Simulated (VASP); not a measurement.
TiAl, 2 atoms in the cell. Symmetry: P4/mmm, No. 123, tetragonal system. Conventional cell: a = 3.454 Å, b = 3.454 Å, c = 2.694 Å, α = 90.00°, β = 90.00°, γ = 90.00°. Within 3.6 Å of Ti (site symmetry 4/mmm) lie 6 Ti at 2.69 to 3.45 Å and 8 Al at 2.79 Å. Al (site symmetry 4/mmm) has 6 Al at 2.69 to 3.45 Å and 8 Ti at 2.79 Å within 3.6 Å.  This cell differs from its parent crystal: ratio of the length along z to the lengths across it x 0.78, volume and fractional coordinates fixed.

| Quantity | Value |
| --- | --- |
| Program | VASP 6.6.1 |
| Task | single point |
| Functional | r2SCAN |
| Potentials or basis | VASP PAW PBE potentials, release 64 (Ti_sv, Al) |
| Cutoff | 520 eV |
| k mesh | 16 × 16 × 16 |
| Occupations | gaussian, width 0.15 eV |
| Spin | no spin polarisation |
| Dipole correction | no |
| Further INCAR settings | ALGO = Normal; EDIFF = 1e-06; NBANDS = 14 |

Potentials or basis: VASP PAW PBE potentials, release 64 (Ti_sv, Al).

Command:

```sh
$ cat potpaw_PBE.64/Ti_sv/POTCAR potpaw_PBE.64/Al/POTCAR > POTCAR
$ cp INCAR.step1 INCAR
$ mpirun -np 1 vasp_std > vasp.out
$ cp INCAR.step2 INCAR
$ mpirun -np 1 vasp_std > vasp.out
```

Hardware: 1 thread of Intel Xeon 8259CL, with other jobs on the host.

Problem. How long does it take, and how much memory?

Solution. It took 13 min on 1 thread of Intel Xeon 8259CL (shared host), peak memory 0.3 GiB. Counts: k points 405.
